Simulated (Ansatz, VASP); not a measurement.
## Two plane-wave programs on S

File INCAR:

```
  PREC = Accurate
  ENCUT = 520
  EDIFF = 1E-6
  ISMEAR = 0
  SIGMA = 0.15
  LREAL = F
  LASPH = T
  NELM = 100
  ALGO = Normal
  ISIF = 2
  LWAVE = F
  LCHARG = F
  NBANDS = 9
```

Contents of KPOINTS:

```
regular mesh
0
Gamma
  20 20 20
```

The input POSCAR:

```
S
1.0
    0.0000000000      1.9345198337      2.0242655992
    1.9345198337      0.0000000000      2.0242655992
    1.9345198337      1.9345198337      0.0000000000
S
1
Direct
    0.0000000000      0.0000000000      0.0000000000
```

Input for Ansatz:

```yaml
crystal:
  lattice:
    - [0.0, 1.9345198337, 2.0242655992]
    - [1.9345198337, 0.0, 2.0242655992]
    - [1.9345198337, 1.9345198337, 0.0]
  atoms:
    - { symbol: S, position: [0.0, 0.0, 0.0] }
basis:
  ecutwfc: 420
kpoints:
  mp_grid: { grid: [20, 20, 20] }
hamiltonian:
  xc: lda
scf:
  occupations: { method: gaussian, width: 0.15 }
output:
  forces: true
  stress: true
  eigenvalues: true
```

Change from the starting cell: strain -0.030 along x and y, +0.015 along z, atoms carried along.

Alike in both runs: task single point; functional LDA; k mesh 20 × 20 × 20; occupations gaussian, width 0.15 eV; no spin polarisation.

|  | VASP | Ansatz |
| --- | --- | --- |
| version | VASP 6.6.1 | Ansatz 0.2.0 |
| potentials or method | VASP PAW LDA potentials, release 64 (S), cutoff 520 eV | scalar-relativistic, plane waves, PAW |
| valence electrons in the cell | 6 | 6 |

```tsv
	VASP	Ansatz	Ansatz less VASP
gap on the k mesh at the Fermi level (eV)	none	none	-
pressure (GPa)	-2.8	-2.8	+0.05
traceless stress, the component that is largest in VASP (GPa)	2.56	2.56	+0.004
```

LDA's correlation is that of Perdew and Zunger in VASP and of Perdew and Wang (1992) in Ansatz. A gap of «none» marks a metal or a gap that the smearing closes.
